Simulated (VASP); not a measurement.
Here is a VASP 6.6.1 calculation.

Contents of INCAR:

```
SYSTEM = AlNi
ALGO = Normal
EDIFF = 1E-6
EDIFFG = -0.005
ENCUT = 600
GGA = PE
IBRION = 2
ISIF = 3
ISMEAR = -1
LASPH = .TRUE.
LCHARG = .FALSE.
LREAL = .FALSE.
LWAVE = .FALSE.
NELM = 60
NSW = 60
PREC = Accurate
PSTRESS = 230.0
SIGMA = 0.05
```

KPOINTS

```
k-points
0
G
  13 13 13
  0 0 0
```

Contents of POSCAR:

```
AlNi
1.0
    0.0000000000      2.4163987545      2.4163987545
    2.4163987545      0.0000000000      2.4163987545
    2.4163987545      2.4163987545      0.0000000000
Ni Al
1 1
Direct
    0.0000000000      0.0000000000      0.0000000000
    0.2500000000      0.2500000000      0.2500000000
```

Potentials or basis: VASP PAW PBE potentials, release 64 (Ni, Al).

The run is started by

```sh
$ cat potpaw_PBE.64/Ni/POTCAR potpaw_PBE.64/Al/POTCAR > POTCAR
$ mpirun -np 1 vasp_std > vasp.out
```

(1) Estimate the relaxed cell.

(2) Predict the space group after relaxing (to 0.05 Å).

Results:

(1) a = 3.517 Å, b = 3.517 Å, c = 3.517 Å, α = 60.00°, β = 60.00°, γ = 60.00°.

(2) F-43m (No. 216).
